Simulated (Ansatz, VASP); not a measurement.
SiNi in VASP and in Ansatz

```
Si Ni
1.0
     3.05528    0.00000    0.00000
     0.00000    3.25831    0.00000
     0.00000    0.00000    4.70939
Si Ni
2 2
Direct
  0.50000 0.50000 0.84318
  0.00000 0.00000 0.15682
  0.50000 0.50000 0.27860
  0.00000 0.00000 0.65769
```

Alike in both runs: task single point; functional PBE; k mesh 16 × 14 × 10; occupations gaussian, width 0.15 eV; no spin polarisation.

|  | VASP | Ansatz |
| --- | --- | --- |
| version | VASP 6.6.1 | Ansatz 0.2.0 |
| potentials or method | VASP PAW PBE potentials, release 64 (Si, Ni), cutoff 520 eV | scalar-relativistic, plane waves, PAW |
| valence electrons in the cell | 28 | 44 |

|  | VASP | Ansatz | Ansatz less VASP |
| --- | --- | --- | --- |
| gap on the k mesh at the Fermi level (eV) | none | none | - |
| pressure (GPa) | 9.3 | 9.2 | -0.14 |
| traceless stress, the component that is largest in VASP (GPa) | 10.77 | 10.60 | -0.171 |
| rms of the force components (eV/Å) | 1.560 | 1.552 | -0.0083 |

Atom by atom the forces differ by 0.011 eV/Å (rms over components). A gap of «none» marks a metal or a gap that the smearing closes. VASP's potentials hold 28 valence electrons a cell and Ansatz's 44, so a difference there can come from the potentials and not from the codes.
